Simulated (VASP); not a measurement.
# Mg7VO8 (Fm-3m) in VASP: single point with PBEsol+U

Aim: the single point of Mg7VO8 with PBEsol+U.

All numbers are computed with VASP 6.6.1; they aren't measurements. Logs are shortened: lines on timing, memory, paths and dates and some standing lists are left out, and cuts for length are marked.

## 1. The cell of the first run

Symmetry: Fm-3m, No. 225, cubic system. Conventional cell: a = 8.427 Å, b = 8.427 Å, c = 8.427 Å, α = 90.00°, β = 90.00°, γ = 90.00°. V (site symmetry m-3m) has 6 O at 2.14 Å within 2.8 Å. Within 2.8 Å of Mg (site symmetry mmm) lie 6 O at 2.11 Å. Mg (site symmetry m-3m) has 6 O at 2.08 Å within 2.8 Å. O (site symmetry -43m) has 6 Mg at 2.11 Å within 2.8 Å. Within 2.8 Å of O (site symmetry 4mm) lie 5 Mg at 2.08 to 2.11 Å and 1 V at 2.14 Å.

## 2. Single point, PBEsol+U, collinear spin, ferromagnetic start

The input, INCAR:

```
ALGO     = Normal         # electronic algorithm
EDIFF    = 1E-6           # SCF threshold, eV
ENCUT    = 520            # plane-wave cutoff, eV
GGA      = PS             # functional
ISIF     = 2              # what is computed and relaxed
ISMEAR   = 0              # smearing method
ISPIN    = 2              # spin polarisation
LASPH    = True           # aspherical terms in the spheres
LCHARG   = False          # write CHGCAR
LDAU     = True           # DFT+U
LDAUJ    = 0 0 0        
LDAUL    = 2 -1 -1        # shell
LDAUPRINT= 1            
LDAUTYPE = 2            
LDAUU    = 3 0 0          # U, eV
LMAXMIX  = 4              # l up to which the mixer works
LORBIT   = 11             # projections on sites
LREAL    = Auto         
LWAVE    = False          # write WAVECAR
MAGMOM   = 3 0 0 0 0 0 0 0 0 0 0 0 0 0 0 0 # initial moments
NBANDS   = 56             # bands
NELM     = 150            # most SCF steps
PREC     = Accurate       # precision mode
SIGMA    = 0.05           # smearing width, eV
```

The input, KPOINTS:

```
k-points
0
Gamma
  4 4 4
```

The input, POSCAR:

```
Mg7VO8
1.0
    0.0000000000      4.2136000000      4.2136000000
    4.2136000000      0.0000000000      4.2136000000
    4.2136000000      4.2136000000      0.0000000000
V Mg O
1 7 8
Direct
    0.0000000000      0.0000000000      0.0000000000
    0.0000000000      0.0000000000      0.5000000000
    0.0000000000      0.5000000000      0.0000000000
    0.0000000000      0.5000000000      0.5000000000
    0.5000000000      0.0000000000      0.0000000000
    0.5000000000      0.0000000000      0.5000000000
    0.5000000000      0.5000000000      0.0000000000
    0.5000000000      0.5000000000      0.5000000000
    0.2500000000      0.2500000000      0.2500000000
    0.2535382166      0.2535382166      0.7464617834
    0.2535382166      0.7464617834      0.2535382166
    0.2535382166      0.7464617834      0.7464617834
    0.7464617834      0.2535382166      0.2535382166
    0.7464617834      0.2535382166      0.7464617834
    0.7464617834      0.7464617834      0.2535382166
    0.7500000000      0.7500000000      0.7500000000
```

Potentials or basis: VASP PAW PBE potentials, release 64 (V_sv, Mg, O).

The run is started by

```bash
$ cat potpaw_PBE.64/V_sv/POTCAR potpaw_PBE.64/Mg/POTCAR potpaw_PBE.64/O/POTCAR > POTCAR
$ mpirun -np 1 vasp_std > vasp.out
```

OUTCAR:

```text
EDIFF = 1E-6
   ENCUT = 520
   GGA = PS
   ISIF = 2
   ISMEAR = 0
   ISPIN = 2
   LASPH = True
   LORBIT = 11
   LREAL = Auto
   NELM = 150
   PREC = Accurate

 ion  position               nearest neighbor table
   1  0.000  0.000  0.000-  10 2.14  11 2.14  12 2.14  13 2.14  14 2.14  15 2.14   2 2.98   3 2.98
                             5 2.98   2 2.98   4 2.98   6 2.98   3 2.98   4 2.98   7 2.98   5 2.98
   2  0.000  0.000  0.500-   9 2.11  16 2.11  12 2.11  13 2.11  14 2.11  11 2.11   1 2.98   4 2.98
                             6 2.98   1 2.98   3 2.98   5 2.98   3 2.98   4 2.98   8 2.98   5 2.98
   3  0.000  0.500  0.000-   9 2.11  16 2.11  12 2.11  13 2.11  15 2.11  10 2.11   1 2.98   4 2.98
                             7 2.98   2 2.98   4 2.98   8 2.98   1 2.98   2 2.98   5 2.98   5 2.98
   4  0.000  0.500  0.500-   9 2.11  16 2.11  11 2.11  14 2.11  15 2.11  10 2.11   2 2.98   3 2.98
                             8 2.98   1 2.98   3 2.98   7 2.98   1 2.98   2 2.98   6 2.98   6 2.98
   5  0.500  0.000  0.000-   9 2.11  16 2.11  11 2.11  14 2.11  15 2.11  10 2.11   1 2.98   6 2.98
                             7 2.98   2 2.98   6 2.98   8 2.98   3 2.98   7 2.98   8 2.98   1 2.98
   6  0.500  0.000  0.500-   9 2.11  16 2.11  12 2.11  13 2.11  15 2.11  10 2.11   2 2.98   5 2.98
                             8 2.98   1 2.98   5 2.98   7 2.98   4 2.98   7 2.98   8 2.98   1 2.98
   7  0.500  0.500  0.000-   9 2.11  16 2.11  12 2.11  13 2.11  14 2.11  11 2.11   3 2.98   5 2.98
                             8 2.98   4 2.98   6 2.98   8 2.98   1 2.98   5 2.98   6 2.98   1 2.98
   8  0.500  0.500  0.500-  10 2.08  11 2.08  12 2.08  13 2.08  14 2.08  15 2.08   4 2.98   6 2.98
                             7 2.98   3 2.98   5 2.98   7 2.98   2 2.98   5 2.98   6 2.98   2 2.98
   9  0.250  0.250  0.250-   2 2.11   3 2.11   4 2.11   5 2.11   6 2.11   7 2.11
  10  0.254  0.254  0.746-   8 2.08   4 2.11   5 2.11   6 2.11   3 2.11   1 2.14
  11  0.254  0.746  0.254-   8 2.08   4 2.11   5 2.11   7 2.11   2 2.11   1 2.14
  12  0.254  0.746  0.746-   8 2.08   3 2.11   6 2.11   7 2.11   2 2.11   1 2.14
  13  0.746  0.254  0.254-   8 2.08   3 2.11   6 2.11   7 2.11   2 2.11   1 2.14
  14  0.746  0.254  0.746-   8 2.08   4 2.11   5 2.11   7 2.11   2 2.11   1 2.14
  15  0.746  0.746  0.254-   8 2.08   4 2.11   5 2.11   6 2.11   3 2.11   1 2.14
  16  0.750  0.750  0.750-   2 2.11   3 2.11   4 2.11   5 2.11   6 2.11   7 2.11

  LATTYP: Found a face centered cubic cell.
 ALAT       =     8.4272000000

  Lattice vectors:

 A1 = (   0.0000000000,   4.2136000000,   4.2136000000)
 A2 = (   4.2136000000,   0.0000000000,   4.2136000000)
 A3 = (   4.2136000000,   4.2136000000,   0.0000000000)

Analysis of symmetry for initial positions (statically):
=====================================================================
 Subroutine PRICEL returns:
 Original cell was already a primitive cell.

 Routine SETGRP: Setting up the symmetry group for a
 face centered cubic supercell.

 Subroutine GETGRP returns: Found 48 space group operations
 (whereof 48 operations were pure point group operations)
 out of a pool of 48 trial point group operations.

The static configuration has the point symmetry O_h .

[... 232 lines left out ...]
 k-point     1 :       0.0000    0.0000    0.0000
  band No.  band energies     occupation
      1     -57.2485      1.00000
      2     -31.3136      1.00000
      3     -31.3135      1.00000
      4     -31.3134      1.00000
      5     -13.7361      1.00000
      6     -12.4042      1.00000
[... 405 lines left out ...]
     48      14.3055      0.00000
     49      14.3527      0.00000
 Fermi energy:         6.8091018566

 spin component 2

 k-point     1 :       0.0000    0.0000    0.0000
  band No.  band energies     occupation
      1     -54.7310      1.00000
      2     -28.8260      1.00000
      3     -28.8260      1.00000
      4     -28.8260      1.00000
      5     -13.6990      1.00000
      6     -12.3856      1.00000
[... 405 lines left out ...]
     48      14.4614      0.00000
     49      14.4614      0.00000
 [bands above 49 left out]

------------------------ aborting loop because EDIFF is reached ----------------------------------------

  FORCE on cell =-STRESS in cart. coord.  units (eV):
  Direction    XX          YY          ZZ          XY          YZ          ZX
  --------------------------------------------------------------------------------------
  -------------------------------------------------------------------------------------
  Total        1.7377707      1.7377707      1.7377707     -0.0000000     -0.0000000      0.0000000
  in kB       18.6085760     18.6085760     18.6085760     -0.0000000     -0.0000000      0.0000000
  external PRESSURE =      18.6085760 kB  Pullay stress =       0.0000000 kB

 VOLUME and BASIS-vectors are now :
 -----------------------------------------------------------------------------
  energy-cutoff  :      520.00
  volume of cell :      149.62
      direct lattice vectors                 reciprocal lattice vectors
     0.000000000  4.213600000  4.213600000    -0.118663376  0.118663376  0.118663376
     4.213600000  0.000000000  4.213600000     0.118663376 -0.118663376  0.118663376
     4.213600000  4.213600000  0.000000000     0.118663376  0.118663376 -0.118663376

 POSITION                                       TOTAL-FORCE (eV/Angst)
 -----------------------------------------------------------------------------------
      0.00000      0.00000      0.00000         0.000000      0.000000     -0.000000
      2.10680      2.10680      0.00000         0.000000      0.000000     -0.000000
      2.10680      0.00000      2.10680         0.000000      0.000000     -0.000000
      4.21360      2.10680      2.10680         0.000000      0.000000     -0.000000
      0.00000      2.10680      2.10680         0.000000      0.000000     -0.000000
      2.10680      4.21360      2.10680         0.000000      0.000000     -0.000000
[... 8 lines left out ...]
      4.21360      4.21360      6.29058         0.000000      0.000000     -0.077261
      6.32040      6.32040      6.32040         0.000000      0.000000     -0.000000
 -----------------------------------------------------------------------------------
    total drift:                               -0.000000     -0.000000     -0.000000

  FREE ENERGIE OF THE ION-ELECTRON SYSTEM (eV)
  ---------------------------------------------------
  free  energy   TOTEN  =      -104.0894679610 eV

  energy  without entropy=     -104.0894679610  energy(sigma->0) =     -104.08946796

 total charge

# of ion       s       p       d       tot
------------------------------------------
    1        2.184   6.172   3.186  11.542
    2        0.149   0.180   0.080   0.410
    3        0.149   0.180   0.080   0.410
    4        0.149   0.180   0.080   0.410
    5        0.149   0.180   0.080   0.410
    6        0.149   0.180   0.080   0.410
[... 8 lines left out ...]
   15        1.537   3.541   0.000   5.078
   16        1.537   3.539   0.000   5.076
--------------------------------------------------
tot         15.528  35.765   3.755  55.049

 magnetization (x)

# of ion       s       p       d       tot
------------------------------------------
    1        0.018   0.018   2.598   2.634
    2        0.000  -0.001   0.001   0.001
    3        0.000  -0.001   0.001   0.001
    4        0.000  -0.001   0.001   0.001
    5        0.000  -0.001   0.001   0.001
    6        0.000  -0.001   0.001   0.001
[... 8 lines left out ...]
   15       -0.001   0.008   0.000   0.008
   16       -0.000   0.000   0.000   0.000
--------------------------------------------------
tot          0.015   0.065   2.605   2.684
```

stdout:

```text
POSCAR found type information on POSCAR V MgO
 POSCAR found :  3 types and      16 ions
 scaLAPACK will be used
 -----------------------------------------------------------------------------
|                                                                             |
|                                                                             |
|     You enforced a specific xc type in the INCAR file but a different       |
|     I HOPE YOU KNOW WHAT YOU ARE DOING!                                     |
|                                                                             |
 -----------------------------------------------------------------------------

 LDA part: xc-table for (Slater+PW92), standard interpolation
 POSCAR, INCAR and KPOINTS ok, starting setup
 FFT: planning ... GRIDC
 FFT: planning ... GRID_SOFT
 FFT: planning ... GRID
 WAVECAR not read
 entering main loop
```

It took 4.8 min on 1 thread of AMD EPYC 9R14 (Zen 4), shared host; peak memory 0.41 GiB.

What came out:

* Free energy: -104.0895 eV
* Pressure: 1.9 GPa
* Largest force: 0.077 eV/Å
* Band gap on the k mesh: 1.73 eV, indirect (least direct gap 2.20 eV)
* Net moment: 3.00 μB per cell
* Site moments: V +2.63; Mg +0.00, -0.00; O +0.00, +0.01 μB
* Valence electrons inside the program's atomic spheres: V 11.54; Mg 0.41, 0.43; O 5.08

Forces in eV/Å, atoms in the order of the input:
```
V    0.000  0.000  0.000
Mg   0.000  0.000  0.000
Mg   0.000  0.000  0.000
Mg   0.000  0.000  0.000
Mg   0.000  0.000  0.000
Mg   0.000  0.000  0.000
Mg   0.000  0.000  0.000
Mg   0.000  0.000  0.000
O    0.000  0.000  0.000
O    0.000  0.000  0.077
O    0.000  0.077  0.000
O   -0.077  0.000  0.000
O    0.077  0.000  0.000
O    0.000 -0.077  0.000
O    0.000  0.000 -0.077
O    0.000  0.000  0.000
```

Eigenvalues of the final occupation matrices:
```csv
site,spin,trace,eigenvalues
site 1 d,1,2.91,0.14 0.14 0.88 0.88 0.88
site 1 d,2,0.30,0.03 0.03 0.03 0.11 0.11
```

Caveat: the PAW data sets were made with another functional, which shifts forces and pressure a little.
